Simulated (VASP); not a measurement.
A run of VASP 6.6.1 is set up as follows.

File INCAR:

```
PREC = Accurate ; ENCUT = 520
EDIFF = 1E-6 ; ISMEAR = 0
SIGMA = 0.1 ; LREAL = False
LASPH = True ; NELM = 100
ALGO = Normal ; ISIF = 2
LWAVE = False ; LCHARG = True
GGA = PE ; LELF = True
LVHAR = True ; NBANDS = 14
```

The input KPOINTS:

```
regular mesh
0
Gamma
  18 18 10
```

Contents of POSCAR:

```
TiAl
1.0
    2.8594059342      0.0000000000      0.0000000000
   -1.4297029670      2.4763181787      0.0000000000
    0.0000000000      0.0000000000      4.8056075426
Ti Al
1 1
Direct
    0.0000000000      0.0000000000      0.0000000000
    0.3333333300      0.6666666700      0.5000000000
```

Potentials or basis: VASP PAW PBE potentials, release 64 (Ti_sv, Al).

Launch:

```sh
$ cat potpaw_PBE.64/Ti_sv/POTCAR potpaw_PBE.64/Al/POTCAR > POTCAR
$ mpirun -np 1 vasp_std > vasp.out
```

Q: Predict the pressure.

A: -2.2 GPa.

Q: Predict the band gap on the k mesh.

A: Zero (an odd number of electrons rules out a gap without spin polarisation).

Stress tensor (GPa, compression positive):
```
-0.28  0.00  0.00
 0.00 -0.28  0.00
 0.00  0.00 -6.13
```

Caveat: the cell differs from its parent crystal (strained); the stress differs along the axes, from -6 to -0 GPa.
